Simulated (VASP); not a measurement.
# GeP5 (F-43m) in VASP: notebook

The runs below take GeP5 through relaxation of cell and atoms, with PBE.

All numbers are computed with VASP 6.6.1; they aren't measurements. Logs are shortened: lines on timing, memory, paths and dates and some standing lists are left out, and cuts for length are marked.

**1. The cell of the first run**

Symmetry: F-43m, No. 216, cubic system. The conventional cell has a = 7.233 Å, b = 7.233 Å, c = 7.233 Å, α = 90.00°, β = 90.00°, γ = 90.00°. Within 4.0 Å of Ge (site symmetry -43m) lie 16 P at 3.01 to 3.13 Å. P (site symmetry -43m) has 12 P at 2.99 Å and 4 Ge at 3.13 Å within 3.9 Å. Within 3.3 Å of P (site symmetry 3m) lie 9 P at 2.47 to 2.99 Å and 3 Ge at 3.01 Å.

The cell was generated, and may not be a known phase.

**2. Relaxation of cell and atoms, PBE**

The input, INCAR:

```
SYSTEM = GeP5
PREC = Accurate
ENCUT = 600
EDIFF = 1E-6
ISMEAR = 0
SIGMA = 0.1
LREAL = .FALSE.
LASPH = .TRUE.
NELM = 100
ALGO = Normal
ISIF = 3
LWAVE = .FALSE.
LCHARG = .FALSE.
GGA = PE
IBRION = 2
NSW = 100
EDIFFG = -0.01
```

The input, KPOINTS:

```
regular mesh
0
G
  10 10 10
  0 0 0
```

The input, POSCAR:

```
GeP5
1.0
    0.0000000000      3.6166458625      3.6166458625
    3.6166458625      0.0000000000      3.6166458625
    3.6166458625      3.6166458625      0.0000000000
Ge P
1 5
Direct
    0.0000000000      0.0000000000      0.0000000000
    0.2500000000      0.2500000000      0.2500000000
    0.6207768498      0.6207768498      0.6207768498
    0.1376694507      0.6207768498      0.6207768498
    0.6207768498      0.6207768498      0.1376694507
    0.6207768498      0.1376694507      0.6207768498
```

Potentials or basis: VASP PAW PBE potentials, release 64 (Ge_d, P).

Started as:

```bash
cat potpaw_PBE.64/Ge_d/POTCAR potpaw_PBE.64/P/POTCAR > POTCAR
mpirun -np 1 vasp_std > vasp.out
```

OUTCAR:

```text
SYSTEM = GeP5
   PREC = Accurate
   ENCUT = 600
   EDIFF = 1E-6
   ISMEAR = 0
   LREAL = .FALSE.
   LASPH = .TRUE.
   NELM = 100
   ISIF = 3
   GGA = PE
   IBRION = 2
   NSW = 100
   EDIFFG = -0.01

 ion  position               nearest neighbor table
   1  0.000  0.000  0.000-
   2  0.250  0.250  0.250-
   3  0.621  0.621  0.621-   4 2.47   5 2.47   6 2.47   4 2.64   6 2.64   5 2.64
   4  0.138  0.621  0.621-   3 2.47   5 2.47   6 2.47   6 2.64   5 2.64   3 2.64
   5  0.621  0.621  0.138-   3 2.47   4 2.47   6 2.47   6 2.64   4 2.64   3 2.64
   6  0.621  0.138  0.621-   3 2.47   4 2.47   5 2.47   4 2.64   5 2.64   3 2.64

  LATTYP: Found a face centered cubic cell.
 ALAT       =     7.2332917250

  Lattice vectors:

 A1 = (   0.0000000000,   3.6166458625,   3.6166458625)
 A2 = (   3.6166458625,   0.0000000000,   3.6166458625)
 A3 = (   3.6166458625,   3.6166458625,   0.0000000000)

Analysis of symmetry for initial positions (statically):
=====================================================================
 Subroutine PRICEL returns:
 Original cell was already a primitive cell.

 Routine SETGRP: Setting up the symmetry group for a
 face centered cubic supercell.

 Subroutine GETGRP returns: Found 24 space group operations
 (whereof 24 operations were pure point group operations)
 out of a pool of 48 trial point group operations.

The static configuration has the point symmetry T_d .

Analysis of symmetry for dynamics (positions and initial velocities):
=====================================================================
 Subroutine PRICEL returns:
 Original cell was already a primitive cell.

 Routine SETGRP: Setting up the symmetry group for a
 face centered cubic supercell.

 Subroutine GETGRP returns: Found 24 space group operations
 (whereof 24 operations were pure point group operations)
 out of a pool of 48 trial point group operations.

The dynamic configuration has the point symmetry T_d .

 Subroutine INISYM returns: Found 24 space group operations
 (whereof 24 operations are pure point group operations),
 and found     1 'primitive' translations

----------------------------------------------------------------------------------------

                                     Primitive cell

  volume of cell :      94.6124

  direct lattice vectors                    reciprocal lattice vectors
     0.000000000  3.616645862  3.616645862    -0.138249643  0.138249643  0.138249643
     3.616645862  0.000000000  3.616645862     0.138249643 -0.138249643  0.138249643
     3.616645862  3.616645862  0.000000000     0.138249643  0.138249643 -0.138249643

  length of vectors
     5.114709629  5.114709629  5.114709629     0.239455406  0.239455406  0.239455406

  position of ions in fractional coordinates (direct lattice)
     0.000000000  0.000000000  0.000000000
     0.250000000  0.250000000  0.250000000
     0.620776850  0.620776850  0.620776850
     0.137669451  0.620776850  0.620776850
     0.620776850  0.620776850  0.137669451
     0.620776850  0.137669451  0.620776850

  ion indices of the primitive-cell ions
   primitive index   ion index
                 1           1
                 2           2
                 3           3
                 4           4
                 5           5
                 6           6

----------------------------------------------------------------------------------------

 KPOINTS: regular mesh

Automatic generation of k-mesh.
 Grid dimensions read from file:
 generate k-points for:   10   10   10

 Generating k-lattice:

  Cartesian coordinates                     Fractional coordinates (reciprocal lattice)
    -0.013824964  0.013824964  0.013824964     0.100000000  0.000000000  0.000000000
     0.013824964 -0.013824964  0.013824964     0.000000000  0.100000000  0.000000000
     0.013824964  0.013824964 -0.013824964     0.000000000  0.000000000  0.100000000

  Length of vectors
     0.023945541  0.023945541  0.023945541

  Shift w.r.t. Gamma in fractional coordinates (k-lattice)
     0.000000000  0.000000000  0.000000000

 Subroutine IBZKPT returns following result:
 ===========================================

 Found     47 irreducible k-points:

 Following reciprocal coordinates:
            Coordinates               Weight
  0.000000  0.000000  0.000000      1.000000
  0.100000  0.000000  0.000000      8.000000
  0.200000  0.000000  0.000000      8.000000
  0.300000  0.000000  0.000000      8.000000
  0.400000  0.000000  0.000000      8.000000
  0.500000  0.000000  0.000000      4.000000
[... 16 lines left out ...]
  0.300000  0.300000  0.000000      6.000000
  0.400000  0.300000  0.000000     24.000000
 [... further k-points ...]
   k-points           NKPTS =     47   k-points in BZ     NKDIM =     47   number of bands    NBANDS=     23
   number of dos      NEDOS =    301   number of ions     NIONS =      6
   total plane-waves  NPLWV =  74088
   dimension x,y,z NGX =    42 NGY =   42 NGZ =   42
   dimension x,y,z NGXF=    84 NGYF=   84 NGZF=   84
   ions per type =               1   5
   NGX,Y,Z   is equivalent  to a cutoff of  13.65, 13.65, 13.65 a.u.
   NGXF,Y,Z  is equivalent  to a cutoff of  27.30, 27.30, 27.30 a.u.
 SYSTEM =  GeP5
   PREC   = accura    normal or accurate (medium, high low for compatibility)
   ISTART =      0    job   : 0-new  1-cont  2-samecut
   ICHARG =      2    charge: 1-file 2-atom 10-const
   ISPIN  =      1    spin polarized calculation?
   LNONCOLLINEAR =      F non collinear calculations
   LSORBIT =      F    spin-orbit coupling
   LASPH  =      T    aspherical Exc in radial PAW
   ENCUT  =  600.0 eV  44.10 Ry    6.64 a.u.  10.22 10.22 10.22*2*pi/ulx,y,z
   NELM   =    100;   NELMIN=  2; NELMDL= -5     # of ELM steps
   EDIFF  = 0.1E-05   stopping-criterion for ELM
   LREAL  =      F    real-space projection
   EDIFFG = -.1E-01   stopping-criterion for IOM
   NSW    =    100    number of steps for IOM
   IBRION =      2    ionic relax: 0-MD 1-quasi-New 2-CG
   NFREE  =      1    steps in history (QN), initial steepest desc. (CG)
   ISIF   =      3    stress and relaxation
   ISYM   =      2    0-nonsym 1-usesym 2-fastsym
   POTIM  = 0.5000    time-step for ionic-motion
   TEBEG  =    0.0;   TEEND  =   0.0 temperature during run
   PSTRESS=    0.0 pullay stress
   NELECT =      39.0000    total number of electrons
   NUPDOWN=      -1.0000    fix difference up-down
   EMIN   =  10.00;   EMAX   =-10.00  energy-range for DOS
   EFERMI =   0.00;   METHOD = LEGACY
   ISMEAR =     0;   SIGMA  =   0.10  broadening in eV -4-tet -1-fermi 0-gaus
   EFERMI_NEDOS =   21; number of points for ismear=-14 and -15
   IALGO  =     38    algorithm
   IMIX   =      4    mixing-type and parameters
     AMIX     =   0.40;   BMIX     =  1.00
     AMIX_MAG =   1.60;   BMIX_MAG =  1.00
  volume/ion in A,a.u.               =      15.77       106.41
  Fermi-wavevector in a.u.,A,eV,Ry     =   1.218373  2.302392 20.196945  1.484434
  Thomas-Fermi vector in A             =   2.353662
   LORBIT       =      0    0 simple, 1 ext, 2 COOP (PROOUT), +10 PAW based schemes
   GGA     = PE    functional components
   LHFCALC =     F    Hartree Fock is set to
   AEXX    =    0.0000 exact exchange contribution
   IVDW    =     0    specifies the selected vdW correction
   LEPSILON=     F    determine dielectric tensor
   LRPA    =     F    only Hartree local field effects (RPA)
 conjugate gradient relaxation of ions
 non-spin polarized calculation
 Gauss-broadening in eV      SIGMA  =   0.10
  energy-cutoff  :      600.00
  volume of cell :       94.61
 maximum number of plane-waves:      3178
 NGX is ok and might be reduce to    42
   NGX = 21   NGY = 21   NGZ = 21

--------------------------------------- Ionic step        1  -------------------------------------------

 number of electron      38.9999997 magnetization

 Free energy of the ion-electron system (eV)
  ---------------------------------------------------
  ext. energy  EPLUGINS =         0.00000000
  ---------------------------------------------------
  free energy    TOTEN  =       -26.82628754 eV

  energy without entropy =      -26.80989571  energy(sigma->0) =      -26.81809162

------------------------ aborting loop because EDIFF is reached ----------------------------------------

  FORCE on cell =-STRESS in cart. coord.  units (eV):
  Direction    XX          YY          ZZ          XY          YZ          ZX
  --------------------------------------------------------------------------------------
  -------------------------------------------------------------------------------------
  Total        0.3678272      0.3678272      0.3678272      0.0000000     -0.0000000      0.0000000
  in kB        6.2288304      6.2288304      6.2288304      0.0000000     -0.0000000      0.0000000
  external PRESSURE =       6.2288304 kB  Pullay stress =       0.0000000 kB
[... 101 lines left out ...]
  FREE ENERGIE OF THE ION-ELECTRON SYSTEM (eV)
  ---------------------------------------------------
  free  energy   TOTEN  =       -26.9152407629 eV

  energy  without entropy=      -26.9016822843  energy(sigma->0) =      -26.90846152

[... ionic steps 4 to 8 ...]

--------------------------------------- Ionic step        9  -------------------------------------------

 number of electron      39.0000006 magnetization

------------------------ aborting loop because EDIFF is reached ----------------------------------------

  FORCE on cell =-STRESS in cart. coord.  units (eV):
  Direction    XX          YY          ZZ          XY          YZ          ZX
  --------------------------------------------------------------------------------------
  -------------------------------------------------------------------------------------
  Total        0.0355762      0.0355762      0.0355762      0.0000000      0.0000000      0.0000000
  in kB        0.5571185      0.5571185      0.5571185      0.0000000      0.0000000      0.0000000
  external PRESSURE =       0.5571185 kB  Pullay stress =       0.0000000 kB
[... 65 lines left out ...]
  energy  without entropy=      -26.9497595709  energy(sigma->0) =      -26.95640754

--------------------------------------- Ionic step       11  -------------------------------------------

 number of electron      39.0000008 magnetization

 Free energy of the ion-electron system (eV)
  ---------------------------------------------------
  ext. energy  EPLUGINS =         0.00000000
  ---------------------------------------------------
  free energy    TOTEN  =       -26.96311585 eV

  energy without entropy =      -26.94976626  energy(sigma->0) =      -26.95644106

 E-fermi :   7.6878     XC(G=0): -10.8350

 val. band max:        7.6539211853   @ k =   0.2000   0.2000   0.0000
 cond. band min:       7.6908715217   @ k =  -0.4000   0.3000   0.0000
 fundamental gap:      0.0369503364
 Fermi energy:         7.6877895554

 k-point     1 :       0.0000    0.0000    0.0000
  band No.  band energies     occupation
      1     -17.6175      2.00000
      2     -17.6175      2.00000
      3     -17.6160      2.00000
      4     -17.6160      2.00000
      5     -17.6160      2.00000
      6      -8.2652      2.00000
[... 613 lines left out ...]
     22       8.0896      0.00000
     23       8.8834      0.00000

 [... further k-points ...]

------------------------ aborting loop because EDIFF is reached ----------------------------------------

  FORCE on cell =-STRESS in cart. coord.  units (eV):
  Direction    XX          YY          ZZ          XY          YZ          ZX
  --------------------------------------------------------------------------------------
  -------------------------------------------------------------------------------------
  Total        0.0053280      0.0053280      0.0053280      0.0000000      0.0000000      0.0000000
  in kB        0.0831470      0.0831470      0.0831470      0.0000000      0.0000000      0.0000000
  external PRESSURE =       0.0831470 kB  Pullay stress =       0.0000000 kB
[... 21 lines left out ...]
  FREE ENERGIE OF THE ION-ELECTRON SYSTEM (eV)
  ---------------------------------------------------
  free  energy   TOTEN  =       -26.9631158512 eV

  energy  without entropy=      -26.9497662645  energy(sigma->0) =      -26.95644106

 reached required accuracy - stopping structural energy minimisation
```

It took 28 min on 1 thread of Intel Xeon 8259CL, shared host; peak memory 0.34 GiB.

What came out:

```
Free energy                           : -26.9631 eV
Relaxed volume                        : 17.11 Å³/atom
Relaxed cell                          : a = 5.256 Å, b = 5.256 Å, c = 5.256 Å, α = 60.00°, β = 60.00°, γ = 60.00°
Space group after relaxing (to 0.1 Å) : F-43m (No. 216)
Energy gained by relaxing             : 22.8 meV/atom
Ionic steps                           : 11
Pressure after relaxing               : 0.0 GPa
Band gap on the k mesh                : zero (an odd number of electrons rules out a gap without spin polarisation)
```

Forces on the atoms (eV/Å):
```
Ge   0.000  0.000  0.000
P    0.000  0.000  0.000
P   -0.001 -0.001 -0.001
P   -0.001  0.001  0.001
P    0.001  0.001 -0.001
P    0.001 -0.001  0.001
```

Step by step:
```tsv
step	energy change (eV)	largest force (eV/Å)	pressure (GPa)	volume (Å³)
1	0.0000	0.3165	0.62	94.61
2	-0.0230	0.3502	0.35	95.45
3	-0.0890	0.3246	-0.07	98.01
4	-0.1265	0.2877	1.15	103.26
5	-0.1350	0.0133	0.35	101.34
6	-0.1357	0.0398	0.49	101.73
7	-0.1312	0.1723	-1.08	103.83
8	-0.1366	0.0221	0.00	102.32
9	-0.1366	0.0210	0.06	102.31
10	-0.1368	0.0107	0.02	102.50
11	-0.1368	0.0021	0.01	102.67
```

Final structure:
```cif
data_structure
_symmetry_space_group_name_H-M 'P 1'
_symmetry_Int_Tables_number 1
_cell_length_a 5.2559
_cell_length_b 5.2559
_cell_length_c 5.2559
_cell_angle_alpha 60.000
_cell_angle_beta 60.000
_cell_angle_gamma 60.000
_cell_volume 102.67
loop_
_atom_site_label
_atom_site_type_symbol
_atom_site_fract_x
_atom_site_fract_y
_atom_site_fract_z
_atom_site_occupancy
Ge1 Ge 0.00000 0.00000 0.00000 1
P1 P 0.25000 0.25000 0.25000 1
P2 P 0.61045 0.61045 0.61045 1
P3 P 0.16866 0.61045 0.61045 1
P4 P 0.61045 0.61045 0.16866 1
P5 P 0.61045 0.16866 0.61045 1
```

Caveat: an odd number of electrons without spin polarisation forces a metal; a magnetic or distorted state may lie lower.

**3. Relaxation of cell and atoms, PBE**

This run uses another cell than the first one, of 16.98 Å³/atom.

The input, INCAR:

```
  PREC = Accurate
  ENCUT = 600
  EDIFF = 1E-7
  ISMEAR = 0
  SIGMA = 0.1
  LREAL = F
  LASPH = T
  NELM = 80
  ALGO = Normal
  ISIF = 3
  LWAVE = F
  LCHARG = F
  GGA = PE
  IBRION = 2
  NSW = 100
  EDIFFG = -0.01
```

The input, KPOINTS:

```
Automatic mesh
0
Gamma
  10 10 10
```

The input, POSCAR:

```
GeP5
1.0
    0.0000000000      3.7066400119      3.7066400119
    3.7066400119      0.0000000000      3.7066400119
    3.7066400119      3.7066400119      0.0000000000
Ge P
1 5
Direct
    0.0000000000      0.0000000000      0.0000000000
    0.2500000000      0.2500000000      0.2500000000
    0.6113756436      0.6113756436      0.6113756436
    0.1658730693      0.6113756436      0.6113756436
    0.6113756436      0.6113756436      0.1658730693
    0.6113756436      0.1658730693      0.6113756436
```

Potentials or basis: VASP PAW PBE potentials, release 64 (Ge_d, P).

Started as:

```bash
cat potpaw_PBE.64/Ge_d/POTCAR potpaw_PBE.64/P/POTCAR > POTCAR
mpirun -np 1 vasp_std > vasp.out
```

Run time: 15 min. Hardware: 1 thread of Intel Xeon 8259CL, shared host; peak memory 0.35 GiB.

It converged, with:

```
Free energy                           : -26.9640 eV
Relaxed volume                        : 17.10 Å³/atom
Relaxed cell                          : a = 5.255 Å, b = 5.255 Å, c = 5.255 Å, α = 60.00°, β = 60.00°, γ = 60.00°
Space group after relaxing (to 0.1 Å) : F-43m (No. 216)
Energy gained by relaxing             : 0.3 meV/atom
Ionic steps                           : 5
Pressure after relaxing               : 0.1 GPa
Largest force after relaxing          : 0.006 eV/Å
Band gap on the k mesh                : zero (an odd number of electrons rules out a gap without spin polarisation)
```

Forces in eV/Å, atoms in the order of the input:
```
Ge   0.000  0.000  0.000
P    0.000  0.000  0.000
P    0.004  0.004  0.004
P    0.004 -0.004 -0.004
P   -0.004 -0.004  0.004
P   -0.004  0.004 -0.004
```

Step by step:
```csv
step,energy change (eV),largest force (eV/Å),pressure (GPa),volume (Å³)
1,0.0000,0.0819,-0.14,101.85
2,-0.0006,0.0106,0.28,101.64
3,-0.0007,0.0195,0.23,101.66
4,-0.0012,0.0125,0.18,101.93
5,-0.0018,0.0063,0.06,102.61
```

Final structure:
```xyz
6
Lattice="0.0000 3.7158 3.7158 3.7158 0.0000 3.7158 3.7158 3.7158 0.0000" Properties=species:S:1:pos:R:3 pbc="T T T"
Ge    0.0000    0.0000    0.0000
P     1.8579    1.8579    1.8579
P     4.5365    4.5365    4.5365
P     4.5365    2.8952    2.8952
P     2.8952    2.8952    4.5365
P     2.8952    4.5365    2.8952
```

Levels at points of the mesh, in eV from the Fermi level:
| k point | band 17 | band 18 | band 19 | band 20 | band 21 | band 22 | band 23 |
| --- | --- | --- | --- | --- | --- | --- | --- |
| (0.00, 0.00, 0.00) | -3.49 | -2.26 | -2.26 | -2.26 | 2.55 | 2.55 | 2.55 |
| (0.50, 0.00, 0.00) | -2.58 | -1.47 | -1.47 | -0.10 | 1.33 | 1.76 | 1.76 |
| (0.50, 0.50, 0.00) | -1.74 | -1.74 | -1.36 | -0.09 | 0.20 | 0.53 | 1.13 |

Caveat: an odd number of electrons without spin polarisation forces a metal; a magnetic or distorted state may lie lower.

The gap in the log of VASP goes by the Fermi energy; the results here count the filled bands.